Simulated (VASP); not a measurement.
Write the native input for VASP 6.6.1 that does the following.

| Item | Value |
| --- | --- |
| Task | single point |
| Functional | LDA |
| Potentials or basis | VASP PAW LDA potentials, release 64 (Ni) |
| Cutoff | 520 eV |
| k mesh | 16 × 16 × 16 |
| Occupations | fermi-dirac, width 0.1 eV |
| Spin | collinear spin, ferromagnetic start |
| Starting moments | [1.5] μB |
| Dipole correction | no |
| Further INCAR settings | ALGO = Normal; EDIFF = 1e-07; NBANDS = 15 |

The structure of Ni lies in POSCAR:

```
Ni
1.0
    0.0000000000      1.5340441584      1.5340441584
    1.5340441584      0.0000000000      1.5340441584
    1.5340441584      1.5340441584      0.0000000000
Ni
1
Direct
    0.0000000000      0.0000000000      0.0000000000
```

This cell differs from its parent crystal: volume scaled by 0.66.

These files were run (other wordings do the same):

INCAR

```
SYSTEM = Ni
PREC = Accurate ; ENCUT = 520
EDIFF = 1E-7 ; ISMEAR = -1
SIGMA = 0.1 ; LREAL = .False.
LASPH = .True. ; NELM = 150
ALGO = Normal ; ISIF = 2
LWAVE = .False. ; LCHARG = .False.
ISPIN = 2 ; MAGMOM = 1.5
LORBIT = 11 ; LMAXMIX = 4
NBANDS = 15
```

KPOINTS

```
regular mesh
0
Gamma
  16 16 16
  0 0 0
```

Potentials or basis: VASP PAW LDA potentials, release 64 (Ni).

The run is started by

```console
$ cat potpaw_LDA.64/Ni/POTCAR > POTCAR
$ mpirun -np 1 vasp_std > vasp.out
```

Results of the run:

```
Pressure     : 183.4 GPa
Net moment   : 0.41 μB per cell
Site moments : Ni +0.40 μB
```

Run time: 18 s on 1 thread of Intel(R) Xeon(R) Platinum 8259CL CPU @ 2.50GHz (Skylake/Cascade Lake) (shared host), peak memory 0.13 GiB.
